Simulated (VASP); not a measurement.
Input of a VASP 6.6.1 run:

Contents of INCAR:

```
ALGO     = Fast           # electronic algorithm
EDIFF    = 1E-7           # SCF threshold, eV
ENCUT    = 520            # plane-wave cutoff, eV
GGA      = PE             # functional
ISIF     = 2              # what is computed and relaxed
ISMEAR   = 0              # smearing method
LASPH    = T              # aspherical terms in the spheres
LCHARG   = T              # write CHGCAR
LELF     = T              # ELF
LREAL    = F              # projectors in reciprocal space
LVHAR    = T            
LWAVE    = F              # write WAVECAR
NBANDS   = 13             # bands
NELM     = 60             # most SCF steps
PREC     = Accurate       # precision mode
SIGMA    = 0.1            # smearing width, eV
```

File KPOINTS:

```
k-points
0
Gamma
  18 18 18
```

Contents of POSCAR:

```
Mo
1.0
    0.0000000000      2.0641257000      2.0641257000
    2.0641257000      0.0000000000      2.0641257000
    2.0641257000      2.0641257000      0.0000000000
Mo
1
Direct
    0.0000000000      0.0000000000      0.0000000000
```

Potentials or basis: VASP PAW PBE potentials, release 64 (Mo_sv).

Launch:

```console
$ cat potpaw_PBE.64/Mo_sv/POTCAR > POTCAR
$ mpirun -np 1 vasp_std > vasp.out
```

Q: Predict the pressure.

A: -18.1 GPa.

Q: Predict the band gap on the k mesh.

A: Zero (bands 7 and 8 overlap by 4.08 eV).

Caveat: the cell differs from its parent crystal (strained); the cell stands under tension.
